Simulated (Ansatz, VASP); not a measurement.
## Two plane-wave programs on SiC3

```
Si C
1.0
     3.35985    0.00000    0.00000
     0.00000    3.35985    0.00000
     0.00000    0.00000    4.75155
Si C
1 3
Direct
  0.00000 0.00000 0.50000
  0.50000 0.50000 0.00000
  0.50000 0.00000 0.75000
  0.00000 0.50000 0.25000
```

Alike in both runs: task single point; functional PBE; k mesh 6 × 6 × 4; occupations gaussian, width 0.1 eV; no spin polarisation.

|  | VASP | Ansatz |
| --- | --- | --- |
| version | VASP 6.6.1 | Ansatz 0.2.0 |
| potentials or method | VASP PAW PBE potentials, release 64 (Si, C), cutoff 520 eV | scalar-relativistic, plane waves, PAW |
| valence electrons in the cell | 16 | 16 |

```csv
,VASP,Ansatz,Ansatz less VASP
gap on the k mesh at the Fermi level (eV),0.42,0.42,-0.002
least direct gap on the mesh (eV),0.71,0.71,-0.004
rms of the force components (eV/Å),0.364,0.365,+0.0008
```

Atom by atom the forces differ by 0.001 eV/Å (rms over components). With one functional, cell and mesh, what is left measures potentials, basis and numerics.
